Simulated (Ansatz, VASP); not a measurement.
SnBi2O in VASP and in Ansatz

```
CELL_PARAMETERS angstrom
4.13145 0.00000 0.00000
-2.06572 3.57794 0.00000
0.00000 0.00000 6.69390
ATOMIC_POSITIONS crystal
Sn 0.00000 0.00000 0.50000
Bi 0.66667 0.33333 0.74858
Bi 0.33333 0.66667 0.25142
O 0.00000 0.00000 0.00000
```

Change from the starting cell: species swapped into the TmAgTe2 type (P-3m1, No. 164).

Alike in both runs: task single point; functional PBE; k mesh 6 × 6 × 4; occupations gaussian, width 0.1 eV; no spin polarisation.

```csv
,VASP,Ansatz
version,VASP 6.6.1,Ansatz 0.2.0
potentials or method,"VASP PAW PBE potentials, release 64 (Sn_d, Bi_d, O), cutoff 520 eV","scalar-relativistic, plane waves, PAW"
valence electrons in the cell,50,50
```

Ansatz gave:

```
gap on the k mesh at the Fermi level (eV)                     : none
pressure (GPa)                                                : 4.4
traceless stress, the component that is largest in VASP (GPa) : 1.46
rms of the force components (eV/Å)                            : 0.911
```

**Question.** Which values does VASP return?

**Answer.** gap on the k mesh at the Fermi level (eV): none; pressure (GPa): 4.3; traceless stress, the component that is largest in VASP (GPa): 1.45; rms of the force components (eV/Å): 0.912.

Atom by atom the forces differ by 0.001 eV/Å (rms over components). A gap of «none» marks a metal or a gap that the smearing closes.

Neither program's run includes spin-orbit coupling.
